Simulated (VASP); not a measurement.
# CdSe (F-43m) in VASP: notebook, part 2 of 2

VASP 6.6.1.

## (3) Single point, LDA

The input, INCAR:

```
SYSTEM = CdSe
ALGO = Normal
EDIFF = 1E-6
ENCUT = 520
GGA = CA
ISIF = 2
ISMEAR = 0
LASPH = .TRUE.
LCHARG = .TRUE.
LELF = .TRUE.
LREAL = .FALSE.
LVHAR = .TRUE.
LWAVE = .FALSE.
NBANDS = 16
NELM = 100
PREC = Accurate
SIGMA = 0.01
```

The input, KPOINTS:

```
k-points
0
G
  6 6 6
  0 0 0
```

The input, POSCAR:

```
CdSe
1.0
    2.8363418112      2.8363418112      0.0000000000
   -2.8363418112      2.8363418112      0.0000000000
    0.0000000000      2.8363418112      2.8363418112
Cd Se
1 1
Direct
    0.0000000000      0.0000000000      0.0000000000
    0.7500000000      0.2500000000      0.5000000000
```

Potentials or basis: VASP PAW LDA potentials, release 64 (Cd, Se).

Command:

```sh
> cat potpaw_LDA.64/Cd/POTCAR potpaw_LDA.64/Se/POTCAR > POTCAR
> mpirun -np 1 vasp_std > vasp.out
```

OUTCAR:

```text
SYSTEM = CdSe
   EDIFF = 1E-6
   ENCUT = 520
   GGA = CA
   ISIF = 2
   ISMEAR = 0
   LASPH = .TRUE.
   LREAL = .FALSE.
   NELM = 100
   PREC = Accurate

 ion  position               nearest neighbor table
   1  0.000  0.000  0.000-   2 2.46   2 2.46   2 2.46   2 2.46
   2  0.750  0.250  0.500-   1 2.46   1 2.46   1 2.46   1 2.46

  LATTYP: Found a face centered cubic cell.
 ALAT       =     5.6726836224

  Lattice vectors:

 A1 = (   0.0000000000,   2.8363418112,   2.8363418112)
 A2 = (   2.8363418112,   0.0000000000,   2.8363418112)
 A3 = (   2.8363418112,   2.8363418112,   0.0000000000)

Analysis of symmetry for initial positions (statically):
=====================================================================
 Subroutine PRICEL returns:
 Original cell was already a primitive cell.

 Routine SETGRP: Setting up the symmetry group for a
 face centered cubic supercell.

 Subroutine GETGRP returns: Found 24 space group operations
 (whereof 24 operations were pure point group operations)
 out of a pool of 48 trial point group operations.

The static configuration has the point symmetry T_d .

Analysis of symmetry for dynamics (positions and initial velocities):
[... 152 lines left out ...]

 val. band max:        2.7983799069   @ k =   0.0000   0.0000   0.0000
 cond. band min:       3.5736659257   @ k =   0.0000   0.0000   0.0000
 fundamental gap:      0.7752860188
 Fermi energy:         2.8893565275

 k-point     1 :       0.0000    0.0000    0.0000
  band No.  band energies     occupation
      1     -11.2877      2.00000
      2      -6.1668      2.00000
      3      -6.1668      2.00000
      4      -6.1668      2.00000
      5      -5.5120      2.00000
      6      -5.5120      2.00000
[... 281 lines left out ...]
      3      -5.7977      2.00000
      4      -5.6325      2.00000
      5      -5.4698      2.00000
      6      -4.7313      2.00000
[... 8 lines left out ...]
     15      16.3309      0.00000
     16      16.5953      0.00000

------------------------ aborting loop because EDIFF is reached ----------------------------------------

  FORCE on cell =-STRESS in cart. coord.  units (eV):
  Direction    XX          YY          ZZ          XY          YZ          ZX
  --------------------------------------------------------------------------------------
  -------------------------------------------------------------------------------------
  Total        4.5608691      4.5608691      4.5608691      0.0000000     -0.0000000      0.0000000
  in kB      160.1225494    160.1225494    160.1225494      0.0000000     -0.0000000      0.0000000
  external PRESSURE =     160.1225494 kB  Pullay stress =       0.0000000 kB

 VOLUME and BASIS-vectors are now :
 -----------------------------------------------------------------------------
  energy-cutoff  :      520.00
  volume of cell :       45.64
      direct lattice vectors                 reciprocal lattice vectors
     2.836341811  2.836341811  0.000000000     0.176283408  0.176283408 -0.176283408
    -2.836341811  2.836341811  0.000000000    -0.176283408  0.176283408 -0.176283408
     0.000000000  2.836341811  2.836341811     0.000000000  0.000000000  0.352566815

 POSITION                                       TOTAL-FORCE (eV/Angst)
 -----------------------------------------------------------------------------------
      0.00000      0.00000      0.00000         0.000000      0.000000      0.000000
      1.41817      4.25451      1.41817        -0.000000     -0.000000      0.000000
 -----------------------------------------------------------------------------------
    total drift:                               -0.000000      0.000000     -0.000000

  FREE ENERGIE OF THE ION-ELECTRON SYSTEM (eV)
  ---------------------------------------------------
  free  energy   TOTEN  =        -6.3766837606 eV

  energy  without entropy=       -6.3766837606  energy(sigma->0) =       -6.37668376
```

OSZICAR:

```text
N       E                     dE             d eps       ncg     rms          rms(c)
DAV:   1     0.112007327773E+03    0.11201E+03   -0.93295E+03   512   0.105E+03
DAV:   2    -0.285196389227E+01   -0.11486E+03   -0.10883E+03   648   0.260E+02
DAV:   3    -0.675628943211E+01   -0.39043E+01   -0.38998E+01   600   0.500E+01
DAV:   4    -0.677106951581E+01   -0.14780E-01   -0.14780E-01   672   0.305E+00
DAV:   5    -0.677115960424E+01   -0.90088E-04   -0.90088E-04   616   0.197E-01    0.102E+01
DAV:   6    -0.641495485154E+01    0.35620E+00   -0.49890E-01   776   0.107E+01    0.736E+00
DAV:   7    -0.637966027162E+01    0.35295E-01   -0.17647E-01   640   0.311E+00    0.249E+00
DAV:   8    -0.637705581439E+01    0.26045E-02   -0.21466E-02   544   0.197E+00    0.276E-01
DAV:   9    -0.637669458972E+01    0.36122E-03   -0.19775E-03   616   0.620E-01    0.700E-02
DAV:  10    -0.637668121626E+01    0.13373E-04   -0.99478E-05   664   0.136E-01    0.268E-02
DAV:  11    -0.637668388542E+01   -0.26692E-05   -0.11194E-05   600   0.283E-02    0.528E-03
DAV:  12    -0.637668376062E+01    0.12480E-06   -0.16092E-06   384   0.204E-02
   1 F= -.63766838E+01 E0= -.63766838E+01  d E =-.888190E-40
```

Run time: 7 s. Hardware: 1 thread of Intel Xeon 6975P-C, shared host; peak memory 0.15 GiB.

What came out:

```yaml
Free_energy: -6.3767 eV
Pressure: 16.0 GPa
Band_gap_on_the_k_mesh: 0.78 eV, direct
```

Levels at points of the mesh, in eV from the valence-band top:
| k point | band 5 | band 6 | band 7 | band 8 | band 9 | band 10 | band 11 | band 12 | band 13 | band 14 |
| --- | --- | --- | --- | --- | --- | --- | --- | --- | --- | --- |
| (0.00, 0.00, 0.00) | -8.31 | -8.31 | 0.00 | 0.00 | 0.00 | 0.78 | 5.70 | 5.70 | 5.70 | 10.32 |
| (0.50, 0.00, 0.00) | -8.27 | -7.83 | -5.92 | -1.12 | -1.12 | 2.40 | 6.28 | 6.28 | 7.62 | 10.53 |
| (0.50, 0.50, 0.00) | -8.20 | -7.74 | -5.23 | -2.74 | -2.74 | 2.48 | 3.64 | 10.02 | 11.29 | 11.29 |

As with any semilocal functional, this LDA gap is likely too small.

## (4) Single point, LDA

This run uses another cell than the first one, of 23.86 Å³/atom, 1.046 times its volume.

The input, INCAR:

```
SYSTEM = CdSe
PREC = Accurate
ENCUT = 520
EDIFF = 1E-6
ISMEAR = 0
SIGMA = 0.01
LREAL = .FALSE.
LASPH = .TRUE.
NELM = 100
ALGO = Normal
ISIF = 2
LWAVE = .FALSE.
LCHARG = .FALSE.
GGA = CA
NBANDS = 16
```

The input, KPOINTS:

```
Automatic mesh
0
G
  6 6 6
  0 0 0
```

The input, POSCAR:

```
CdSe
1.0
    2.8789258247      2.8789258247      0.0000000000
   -2.8789258247      2.8789258247      0.0000000000
    0.0000000000      2.8789258247      2.8789258247
Cd Se
1 1
Direct
    0.0000000000      0.0000000000      0.0000000000
    0.7500000000      0.2500000000      0.5000000000
```

Command:

```sh
> cat potpaw_LDA.64/Cd/POTCAR potpaw_LDA.64/Se/POTCAR > POTCAR
> mpirun -np 1 vasp_std > vasp.out
```

Wall time 7.5 s (1 thread of Intel Xeon 6975P-C, shared host); peak memory 0.15 GiB.

The run converged. Its results:

```
Free energy            : -6.5502 eV
Pressure               : 10.9 GPa
Band gap on the k mesh : 0.69 eV, direct
```

Levels at points of the mesh, in eV from the valence-band top:
| k point | band 6 | band 7 | band 8 | band 9 | band 10 | band 11 | band 12 | band 13 |
| --- | --- | --- | --- | --- | --- | --- | --- | --- |
| (0.00, 0.00, 0.00) | -8.11 | 0.00 | 0.00 | 0.00 | 0.69 | 5.74 | 5.74 | 5.74 |
| (0.50, 0.00, 0.00) | -7.67 | -5.57 | -1.04 | -1.04 | 2.36 | 6.30 | 6.30 | 7.56 |
| (0.50, 0.50, 0.00) | -7.59 | -4.98 | -2.53 | -2.53 | 2.59 | 3.66 | 9.76 | 11.02 |
